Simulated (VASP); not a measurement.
# LaTiH3 (Pm-3m) in VASP: further runs

Runs on LaTiH3. Level: PBE. Tasks: single point.

Program: VASP 6.6.1. These are calculated values, not measurements. Logs are shortened: lines on timing, memory, paths and dates and some standing lists are left out, and cuts for length are marked.

**1. The cell of the first run**

The structure is cubic, space group Pm-3m (No. 221). Conventional cell: a = 3.954 Å, b = 3.954 Å, c = 3.954 Å, α = 90.00°, β = 90.00°, γ = 90.00°. Within 3.7 Å of La (site symmetry m-3m) lie 12 H at 2.80 Å and 8 Ti at 3.42 Å. Within 2.6 Å of Ti (site symmetry m-3m) lie 6 H at 1.98 Å. H (site symmetry 4/mmm) has 2 Ti at 1.98 Å within 2.6 Å.

**2. Single point, PBE**

INCAR

```
ALGO     = Normal         # electronic algorithm
EDIFF    = 1E-7           # SCF threshold, eV
ENCUT    = 520            # plane-wave cutoff, eV
GGA      = PE             # functional
ISIF     = 2              # what is computed and relaxed
ISMEAR   = 0              # smearing method
LASPH    = T              # aspherical terms in the spheres
LCHARG   = T              # write CHGCAR
LELF     = T              # ELF
LREAL    = F              # projectors in reciprocal space
LVHAR    = T            
LWAVE    = F              # write WAVECAR
NBANDS   = 21             # bands
NELM     = 60             # most SCF steps
PREC     = Accurate       # precision mode
SIGMA    = 0.1            # smearing width, eV
```

KPOINTS

```
k-points
0
Gamma
  4 4 4
```

POSCAR

```
LaTiH3
1.0
    3.9544008000      0.0000000000      0.0000000000
    0.0000000000      3.9544008000      0.0000000000
    0.0000000000      0.0000000000      3.9544008000
La Ti H
1 1 3
Direct
    0.0000000000      0.0000000000      0.0000000000
    0.5000000000      0.5000000000      0.5000000000
    0.0000000000      0.5000000000      0.5000000000
    0.5000000000      0.0000000000      0.5000000000
    0.5000000000      0.5000000000      0.0000000000
```

Potentials or basis: VASP PAW PBE potentials, release 64 (La, Ti_sv, H).

On the command line:

```sh
$ cat potpaw_PBE.64/La/POTCAR potpaw_PBE.64/Ti_sv/POTCAR potpaw_PBE.64/H/POTCAR > POTCAR
$ mpirun -np 1 vasp_std > vasp.out
```

OUTCAR:

```text
EDIFF = 1E-7
   ENCUT = 520
   GGA = PE
   ISIF = 2
   ISMEAR = 0
   LASPH = T
   LREAL = F
   NELM = 60
   PREC = Accurate

 ion  position               nearest neighbor table
   1  0.000  0.000  0.000-
   2  0.500  0.500  0.500-
   3  0.000  0.500  0.500-
   4  0.500  0.000  0.500-
   5  0.500  0.500  0.000-

  LATTYP: Found a simple cubic cell.
 ALAT       =     3.9544008000

  Lattice vectors:

 A1 = (   3.9544008000,   0.0000000000,   0.0000000000)
 A2 = (   0.0000000000,   3.9544008000,   0.0000000000)
 A3 = (   0.0000000000,   0.0000000000,   3.9544008000)

Analysis of symmetry for initial positions (statically):
=====================================================================
 Subroutine PRICEL returns:
 Original cell was already a primitive cell.

 Routine SETGRP: Setting up the symmetry group for a
 simple cubic supercell.

 Subroutine GETGRP returns: Found 48 space group operations
 (whereof 48 operations were pure point group operations)
 out of a pool of 48 trial point group operations.

The static configuration has the point symmetry O_h .

Analysis of symmetry for dynamics (positions and initial velocities):
=====================================================================
 Subroutine PRICEL returns:
 Original cell was already a primitive cell.

 Routine SETGRP: Setting up the symmetry group for a
 simple cubic supercell.

 Subroutine GETGRP returns: Found 48 space group operations
 (whereof 48 operations were pure point group operations)
 out of a pool of 48 trial point group operations.

The dynamic configuration has the point symmetry O_h .

 Subroutine INISYM returns: Found 48 space group operations
 (whereof 48 operations are pure point group operations),
 and found     1 'primitive' translations

----------------------------------------------------------------------------------------

                                     Primitive cell

  volume of cell :      61.8361

  direct lattice vectors                    reciprocal lattice vectors
     3.954400800  0.000000000  0.000000000     0.252882813  0.000000000  0.000000000
     0.000000000  3.954400800  0.000000000     0.000000000  0.252882813  0.000000000
     0.000000000  0.000000000  3.954400800     0.000000000  0.000000000  0.252882813

  length of vectors
     3.954400800  3.954400800  3.954400800     0.252882813  0.252882813  0.252882813

  position of ions in fractional coordinates (direct lattice)
     0.000000000  0.000000000  0.000000000
     0.500000000  0.500000000  0.500000000
     0.000000000  0.500000000  0.500000000
     0.500000000  0.000000000  0.500000000
     0.500000000  0.500000000  0.000000000

  ion indices of the primitive-cell ions
   primitive index   ion index
                 1           1
                 2           2
                 3           3
                 4           4
                 5           5

----------------------------------------------------------------------------------------

 KPOINTS: k-points

Automatic generation of k-mesh.
 Grid dimensions read from file:
 generate k-points for:    4    4    4

 Generating k-lattice:

  Cartesian coordinates                     Fractional coordinates (reciprocal lattice)
     0.063220703  0.000000000  0.000000000     0.250000000  0.000000000  0.000000000
     0.000000000  0.063220703  0.000000000     0.000000000  0.250000000  0.000000000
     0.000000000  0.000000000  0.063220703     0.000000000  0.000000000  0.250000000

  Length of vectors
     0.063220703  0.063220703  0.063220703

  Shift w.r.t. Gamma in fractional coordinates (k-lattice)
     0.000000000  0.000000000  0.000000000

 Subroutine IBZKPT returns following result:
 ===========================================

 Found     10 irreducible k-points:

 Following reciprocal coordinates:
            Coordinates               Weight
  0.000000  0.000000  0.000000      1.000000
  0.250000  0.000000  0.000000      6.000000
  0.500000  0.000000  0.000000      3.000000
  0.250000  0.250000  0.000000     12.000000
  0.500000  0.250000  0.000000     12.000000
  0.500000  0.500000  0.000000      3.000000
  0.250000  0.250000  0.250000      8.000000
  0.500000  0.250000  0.250000     12.000000
  0.500000  0.500000  0.250000      6.000000
  0.500000  0.500000  0.500000      1.000000
   k-points           NKPTS =     10   k-points in BZ     NKDIM =     10   number of bands    NBANDS=     21
   number of dos      NEDOS =    301   number of ions     NIONS =      5
   total plane-waves  NPLWV =  27000
   dimension x,y,z NGX =    30 NGY =   30 NGZ =   30
   dimension x,y,z NGXF=    60 NGYF=   60 NGZF=   60
   ions per type =               1   1   3
   NGX,Y,Z   is equivalent  to a cutoff of  12.61, 12.61, 12.61 a.u.
   NGXF,Y,Z  is equivalent  to a cutoff of  25.22, 25.22, 25.22 a.u.
 SYSTEM =  unknown system
   PREC   = accura    normal or accurate (medium, high low for compatibility)
   ISTART =      0    job   : 0-new  1-cont  2-samecut
   ICHARG =      2    charge: 1-file 2-atom 10-const
   ISPIN  =      1    spin polarized calculation?
   LNONCOLLINEAR =      F non collinear calculations
   LSORBIT =      F    spin-orbit coupling
   LASPH  =      T    aspherical Exc in radial PAW
   ENCUT  =  520.0 eV  38.22 Ry    6.18 a.u.   7.35  7.35  7.35*2*pi/ulx,y,z
   NELM   =     60;   NELMIN=  2; NELMDL= -5     # of ELM steps
   EDIFF  = 0.1E-06   stopping-criterion for ELM
   LREAL  =      F    real-space projection
   EDIFFG = 0.1E-05   stopping-criterion for IOM
   NSW    =      0    number of steps for IOM
   IBRION =     -1    ionic relax: 0-MD 1-quasi-New 2-CG
   NFREE  =      0    steps in history (QN), initial steepest desc. (CG)
   ISIF   =      2    stress and relaxation
   ISYM   =      2    0-nonsym 1-usesym 2-fastsym
   POTIM  = 0.5000    time-step for ionic-motion
   TEBEG  =    0.0;   TEEND  =   0.0 temperature during run
   PSTRESS=    0.0 pullay stress
   NELECT =      26.0000    total number of electrons
   NUPDOWN=      -1.0000    fix difference up-down
   EMIN   =  10.00;   EMAX   =-10.00  energy-range for DOS
   EFERMI =   0.00;   METHOD = LEGACY
   ISMEAR =     0;   SIGMA  =   0.10  broadening in eV -4-tet -1-fermi 0-gaus
   EFERMI_NEDOS =   21; number of points for ismear=-14 and -15
   IALGO  =     38    algorithm
   IMIX   =      4    mixing-type and parameters
     AMIX     =   0.40;   BMIX     =  1.00
     AMIX_MAG =   1.60;   BMIX_MAG =  1.00
  volume/ion in A,a.u.               =      12.37        83.46
  Fermi-wavevector in a.u.,A,eV,Ry     =   1.226456  2.317666 20.465802  1.504194
  Thomas-Fermi vector in A             =   2.361456
   LORBIT       =      0    0 simple, 1 ext, 2 COOP (PROOUT), +10 PAW based schemes
   GGA     = PE    functional components
   LHFCALC =     F    Hartree Fock is set to
   AEXX    =    0.0000 exact exchange contribution
   IVDW    =     0    specifies the selected vdW correction
   LEPSILON=     F    determine dielectric tensor
   LRPA    =     F    only Hartree local field effects (RPA)
 non-spin polarized calculation
 Gauss-broadening in eV      SIGMA  =   0.10
  energy-cutoff  :      520.00
  volume of cell :       61.84
 maximum number of plane-waves:      1743
 NGX is ok and might be reduce to    30
   NGX = 15   NGY = 15   NGZ = 15

 number of electron      25.9999995 magnetization

 Free energy of the ion-electron system (eV)
  ---------------------------------------------------
  ext. energy  EPLUGINS =         0.00000000
  ---------------------------------------------------
  free energy    TOTEN  =       -24.37890079 eV

  energy without entropy =      -24.33148342  energy(sigma->0) =      -24.35519211

 E-fermi :   7.5804     XC(G=0): -10.3570

 val. band max:        7.5568133156   @ k =   0.5000   0.2500   0.0000
 cond. band min:       7.6247253961   @ k =   0.2500   0.2500   0.0000
 fundamental gap:      0.0679120805
 Fermi energy:         7.5803766015

 k-point     1 :       0.0000    0.0000    0.0000
  band No.  band energies     occupation
      1     -49.1095      2.00000
      2     -25.4107      2.00000
      3     -25.4107      2.00000
      4     -25.4107      2.00000
      5     -25.1596      2.00000
      6      -8.6746      2.00000
[... 13 lines left out ...]
     20       9.4828      0.00000
     21       9.4828      0.00000

 k-point     2 :       0.2500    0.0000    0.0000
  band No.  band energies     occupation
      1     -49.1090      2.00000
      2     -25.4516      2.00000
      3     -25.4098      2.00000
      4     -25.4098      2.00000
      5     -25.1116      2.00000
      6      -8.9993      2.00000
[... 13 lines left out ...]
     20       9.6692      0.00000
     21       9.7897      0.00000

 k-point     3 :       0.5000    0.0000    0.0000
  band No.  band energies     occupation
      1     -49.1084      2.00000
      2     -25.4844      2.00000
      3     -25.4089      2.00000
      4     -25.4089      2.00000
      5     -25.0716      2.00000
      6      -9.2944      2.00000
[... 13 lines left out ...]
     20       9.7738      0.00000
     21       9.8217      0.00000
[... 121 lines left out ...]
 k-point     9 :       0.5000    0.5000    0.2500
  band No.  band energies     occupation
      1     -49.1069      2.00000
      2     -25.4357      2.00000
      3     -25.4357      2.00000
      4     -25.4210      2.00000
      5     -25.0666      2.00000
      6      -9.1082      2.00000
[... 13 lines left out ...]
     20       9.6436      0.00000
     21       9.7677      0.00000

 k-point    10 :       0.5000    0.5000    0.5000
  band No.  band energies     occupation
      1     -49.1063      2.00000
      2     -25.4345      2.00000
      3     -25.4345      2.00000
      4     -25.4345      2.00000
      5     -25.0488      2.00000
      6      -9.0669      2.00000
[... 13 lines left out ...]
     20       9.5829      0.00000
     21       9.7544      0.00000

------------------------ aborting loop because EDIFF is reached ----------------------------------------

  FORCE on cell =-STRESS in cart. coord.  units (eV):
  Direction    XX          YY          ZZ          XY          YZ          ZX
  --------------------------------------------------------------------------------------
  -------------------------------------------------------------------------------------
  Total       -1.2602073     -1.2602073     -1.2602073     -0.0000000      0.0000000      0.0000000
  in kB      -32.6520555    -32.6520555    -32.6520555     -0.0000000      0.0000000      0.0000000
  external PRESSURE =     -32.6520555 kB  Pullay stress =       0.0000000 kB

 VOLUME and BASIS-vectors are now :
 -----------------------------------------------------------------------------
  energy-cutoff  :      520.00
  volume of cell :       61.84
      direct lattice vectors                 reciprocal lattice vectors
     3.954400800  0.000000000  0.000000000     0.252882813  0.000000000  0.000000000
     0.000000000  3.954400800  0.000000000     0.000000000  0.252882813  0.000000000
     0.000000000  0.000000000  3.954400800     0.000000000  0.000000000  0.252882813

 POSITION                                       TOTAL-FORCE (eV/Angst)
 -----------------------------------------------------------------------------------
      0.00000      0.00000      0.00000         0.000000      0.000000      0.000000
      1.97720      1.97720      1.97720         0.000000      0.000000      0.000000
      0.00000      1.97720      1.97720         0.000000      0.000000      0.000000
      1.97720      0.00000      1.97720         0.000000      0.000000      0.000000
      1.97720      1.97720      0.00000         0.000000      0.000000      0.000000
 -----------------------------------------------------------------------------------
    total drift:                                0.000000      0.000000      0.000000

  FREE ENERGIE OF THE ION-ELECTRON SYSTEM (eV)
  ---------------------------------------------------
  free  energy   TOTEN  =       -24.3789007933 eV

  energy  without entropy=      -24.3314834221  energy(sigma->0) =      -24.35519211
```

It took 20 s on 1 thread of AMD EPYC 7R43 (Zen 3), shared host; peak memory 0.15 GiB.

What came out:

* Free energy: -24.3789 eV
* Pressure: -3.3 GPa
* Band gap on the k mesh: zero (band 13 reaches 8.33 eV, above the bottom of band 14 at 7.10 eV)

Caveat: the k points lie up to 0.40 Å⁻¹ apart; spin-orbit coupling is left out, which moves the levels of the heavy elements.

**3. Single point, PBE**

This run uses another cell than the first one, of 11.85 Å³/atom, 0.958 times its volume.

INCAR

```
PREC = Accurate
ENCUT = 520
EDIFF = 1E-6
ISMEAR = 0
SIGMA = 0.1
LREAL = False
LASPH = True
NELM = 100
ALGO = Normal
ISIF = 2
LWAVE = False
LCHARG = True
GGA = PE
LELF = True
LVHAR = True
NBANDS = 21
```

KPOINTS

```
Automatic mesh
0
Gamma
  10 10 10
```

Changes to POSCAR since step 2:

```diff
@@ -2,5 +2,5 @@
 1.0
-    3.9544008000      0.0000000000      0.0000000000
-    0.0000000000      3.9544008000      0.0000000000
-    0.0000000000      0.0000000000      3.9544008000
+    3.8988524212      0.0000000000      0.0000000000
+    0.0000000000      3.8988524212      0.0000000000
+    0.0000000000      0.0000000000      3.8988524212
 La Ti H
```

Potentials or basis: VASP PAW PBE potentials, release 64 (La, Ti_sv, H).

On the command line:

```sh
$ cat potpaw_PBE.64/La/POTCAR potpaw_PBE.64/Ti_sv/POTCAR potpaw_PBE.64/H/POTCAR > POTCAR
$ mpirun -np 1 vasp_std > vasp.out
```

OUTCAR:

```text
PREC = Accurate
   ENCUT = 520
   EDIFF = 1E-6
   ISMEAR = 0
   LREAL = False
   LASPH = True
   NELM = 100
   ISIF = 2
   GGA = PE

 ion  position               nearest neighbor table
   1  0.000  0.000  0.000-
   2  0.500  0.500  0.500-
   3  0.000  0.500  0.500-
   4  0.500  0.000  0.500-
   5  0.500  0.500  0.000-

  LATTYP: Found a simple cubic cell.
 ALAT       =     3.8988524212

  Lattice vectors:

 A1 = (   3.8988524212,   0.0000000000,   0.0000000000)
 A2 = (   0.0000000000,   3.8988524212,   0.0000000000)
 A3 = (   0.0000000000,   0.0000000000,   3.8988524212)

Analysis of symmetry for initial positions (statically):
=====================================================================
 Subroutine PRICEL returns:
 Original cell was already a primitive cell.

 Routine SETGRP: Setting up the symmetry group for a
 simple cubic supercell.

 Subroutine GETGRP returns: Found 48 space group operations
 (whereof 48 operations were pure point group operations)
 out of a pool of 48 trial point group operations.
[... 164 lines left out ...]
  ext. energy  EPLUGINS =         0.00000000
  ---------------------------------------------------
  free energy    TOTEN  =       -24.38037820 eV

  energy without entropy =      -24.34595326  energy(sigma->0) =      -24.36316573

 E-fermi :   8.0357     XC(G=0): -10.5392

 val. band max:        8.0284628970   @ k =   0.5000   0.5000   0.3000
 cond. band min:       8.0443385458   @ k =   0.5000   0.1000   0.1000
 fundamental gap:      0.0158756488
 Fermi energy:         8.0356580036

 k-point     1 :       0.0000    0.0000    0.0000
  band No.  band energies     occupation
      1     -48.6102      2.00000
      2     -24.9199      2.00000
      3     -24.9199      2.00000
      4     -24.9199      2.00000
      5     -24.6503      2.00000
      6      -8.1583      2.00000
[... 565 lines left out ...]
     20      10.2438      0.00000
     21      10.3675      0.00000

 [... further k-points ...]
[... 5 lines left out ...]
  --------------------------------------------------------------------------------------
  -------------------------------------------------------------------------------------
  Total       -0.0417462     -0.0417462     -0.0417462     -0.0000000      0.0000000     -0.0000000
  in kB       -1.1285393     -1.1285393     -1.1285393     -0.0000000      0.0000000     -0.0000000
  external PRESSURE =      -1.1285393 kB  Pullay stress =       0.0000000 kB

 VOLUME and BASIS-vectors are now :
 -----------------------------------------------------------------------------
  energy-cutoff  :      520.00
  volume of cell :       59.27
      direct lattice vectors                 reciprocal lattice vectors
     3.898852421  0.000000000  0.000000000     0.256485728  0.000000000  0.000000000
     0.000000000  3.898852421  0.000000000     0.000000000  0.256485728  0.000000000
     0.000000000  0.000000000  3.898852421     0.000000000  0.000000000  0.256485728

 POSITION                                       TOTAL-FORCE (eV/Angst)
 -----------------------------------------------------------------------------------
      0.00000      0.00000      0.00000         0.000000      0.000000      0.000000
      1.94943      1.94943      1.94943         0.000000      0.000000      0.000000
      0.00000      1.94943      1.94943         0.000000      0.000000      0.000000
      1.94943      0.00000      1.94943         0.000000      0.000000      0.000000
      1.94943      1.94943      0.00000         0.000000      0.000000      0.000000
 -----------------------------------------------------------------------------------
    total drift:                                0.000000      0.000000      0.000000

  FREE ENERGIE OF THE ION-ELECTRON SYSTEM (eV)
  ---------------------------------------------------
  free  energy   TOTEN  =       -24.3803781996 eV

  energy  without entropy=      -24.3459532606  energy(sigma->0) =      -24.36316573
```

OSZICAR:

```text
N       E                     dE             d eps       ncg     rms          rms(c)
DAV:   1     0.236764270706E+03    0.23676E+03   -0.11207E+04  2504   0.173E+03
DAV:   2     0.847556496371E+01   -0.22829E+03   -0.21534E+03  2584   0.346E+02
DAV:   3    -0.235930663314E+02   -0.32069E+02   -0.30380E+02  3751   0.135E+02
DAV:   4    -0.270089042381E+02   -0.34158E+01   -0.32643E+01  3919   0.329E+01
DAV:   5    -0.273322841102E+02   -0.32338E+00   -0.32145E+00  4302   0.881E+00    0.125E+01
DAV:   6    -0.259975705739E+02    0.13347E+01   -0.48064E+01  3827   0.350E+01    0.901E+00
DAV:   7    -0.243537250061E+02    0.16438E+01   -0.14335E+01  3756   0.230E+01    0.357E+00
DAV:   8    -0.243822599837E+02   -0.28535E-01   -0.23964E+00  4039   0.903E+00    0.765E-01
DAV:   9    -0.243774904905E+02    0.47695E-02   -0.14537E-01  4259   0.267E+00    0.587E-01
DAV:  10    -0.243821660577E+02   -0.46756E-02   -0.20343E-02  3908   0.891E-01    0.301E-01
DAV:  11    -0.243803391708E+02    0.18269E-02   -0.13222E-02  4165   0.694E-01    0.366E-02
DAV:  12    -0.243803825546E+02   -0.43384E-04   -0.36792E-04  3562   0.147E-01    0.184E-02
DAV:  13    -0.243803785226E+02    0.40320E-05   -0.50373E-05  4476   0.579E-02    0.767E-03
DAV:  14    -0.243803782551E+02    0.26747E-06   -0.10830E-05  3537   0.184E-02    0.357E-03
DAV:  15    -0.243803781996E+02    0.55514E-07   -0.28731E-06  3220   0.114E-02
   1 F= -.24380378E+02 E0= -.24363166E+02  d E =-.344249E-01
```

It took 82 s on 1 thread of AMD EPYC 7R43 (Zen 3), shared host; peak memory 0.21 GiB.

Results:

| Quantity | Value |
| --- | --- |
| Free energy | -24.3804 eV |
| Pressure | -0.1 GPa |
| Band gap on the k mesh | zero (band 13 reaches 8.77 eV, above the bottom of band 14 at 7.46 eV) |

Caveat: spin-orbit coupling is left out, which moves the levels of the heavy elements.
